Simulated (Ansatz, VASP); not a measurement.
# One calculation of LaAg, two programs

```
La Ag
1.0
     3.78490    0.00000    0.00000
     0.00000    3.78490    0.00000
     0.00000    0.00000    3.78490
La Ag
1 1
Direct
  0.50000 0.50000 0.50000
  0.00000 0.00000 0.00000
```

Change from the starting cell: volume scaled by 1.02.

Alike in both runs: task single point; functional PBEsol; k mesh 9 × 9 × 9; occupations fermi-dirac, width 0.08 eV; no spin polarisation.

|  | VASP | Ansatz |
| --- | --- | --- |
| version | VASP 6.6.1 | Ansatz 0.2.0 |
| potentials or method | VASP PAW PBE potentials, release 64 (La, Ag), cutoff 520 eV | all-electron LAPW, scalar-relativistic |

VASP gave:

* pressure (GPa): -1.5

Problem. Which values does Ansatz return?

Solution. Pressure (GPa): -1.4.

VASP's potentials were made for PBE, not for PBEsol. Ansatz ran all-electron here, and VASP with PAW potentials.

Spin-orbit coupling is off throughout.
